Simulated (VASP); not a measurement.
Runs of VASP 6.6.1 on AlAs5. The structure is that of space group P6/mmm (No. 191), or close to it. The cells are those of the table. The cell was generated, and may not be a known phase.

```csv
task,cell,k mesh,cutoff (eV),gap on the mesh (eV),pressure (GPa),relaxed volume (Å³/atom)
single point,"a = 5.364, b = 5.364, c = 5.139 Å, angles 90.0, 90.0, 120.0°, 6 atoms",12 × 12 × 8,520,none,0.1,-
relaxation of cell and atoms,"relaxed from a = 5.421, b = 5.421, c = 5.055 Å, angles 90.0, 90.0, 120.0°, 6 atoms",12 × 12 × 8,600,none,0.0,21.38
relaxation of cell and atoms,"relaxed from a = 5.644, b = 5.644, c = 4.358 Å, angles 90.0, 90.0, 120.0°, 6 atoms",6 × 6 × 4,600,none,0.1,21.49
single point,"a = 5.421, b = 5.421, c = 5.055 Å, angles 90.0, 90.0, 120.0°, 6 atoms",6 × 6 × 4,520,none,(a),-
single point,"a = 5.644, b = 5.644, c = 4.358 Å, angles 90.0, 90.0, 120.0°, 6 atoms",6 × 6 × 4,520,none,6.7,-
```

Alike in all rows: level PBE; potentials or basis VASP PAW PBE potentials, release 64 (Al, As); no spin polarisation; smearing gaussian 0.1 eV.

Q: Estimate the missing entries.

A: (a) 0.2.

Caveats: some runs use coarse meshes; a cell axis changed by over 15 % at a fixed basis, so the end point is rough (at least some runs).

A k mesh can miss the band edges, and the runs leave out spin-orbit coupling on As.

A gap of «none» marks levels without a gap at the run's occupations.
